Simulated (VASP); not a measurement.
Here is a VASP 6.6.1 calculation.

INCAR

```
  PREC = Accurate
  ENCUT = 520
  EDIFF = 1E-7
  ISMEAR = 0
  SIGMA = 0.1
  LREAL = False
  LASPH = True
  NELM = 60
  ALGO = Normal
  ISIF = 2
  LWAVE = False
  LCHARG = False
  GGA = PE
  NBANDS = 28
```

KPOINTS

```
Automatic mesh
0
Gamma
  6 6 6
```

File POSCAR:

```
HfSiO4
1.0
    5.4465557057      0.0000000000      0.0000000000
   -2.7232778529      4.7168556043      0.0000000000
    0.0000000000      0.0000000000      2.6265130260
Hf Si O
1 1 4
Direct
    0.0000000000      0.0000000000      0.0000000000
    0.3333333333      0.6666666667      0.0000000000
    0.6666666667      0.3333333333      0.0000000000
    0.0572094935      0.5286047468      0.5000000000
    0.4713952532      0.5286047468      0.5000000000
    0.4713952532      0.9427905065      0.5000000000
```

Potentials or basis: VASP PAW PBE potentials, release 64 (Hf_pv, Si, O).

Run with:

```bash
$ cat potpaw_PBE.64/Hf_pv/POTCAR potpaw_PBE.64/Si/POTCAR potpaw_PBE.64/O/POTCAR > POTCAR
$ mpirun -np 1 vasp_std > vasp.out
```

(1) Estimate the band gap on the k mesh.

(2) Predict the largest force.

(3) What does it give for the pressure?

Answers

(1) zero (bands 19 and 20 overlap by 0.89 eV).

(2) 0.051 eV/Å.

(3) -0.1 GPa.

Caveat: the k points lie up to 0.40 Å⁻¹ apart, too coarse for converged energies and pressures of a metal; spin-orbit coupling is left out, which moves the levels of the heavy elements.
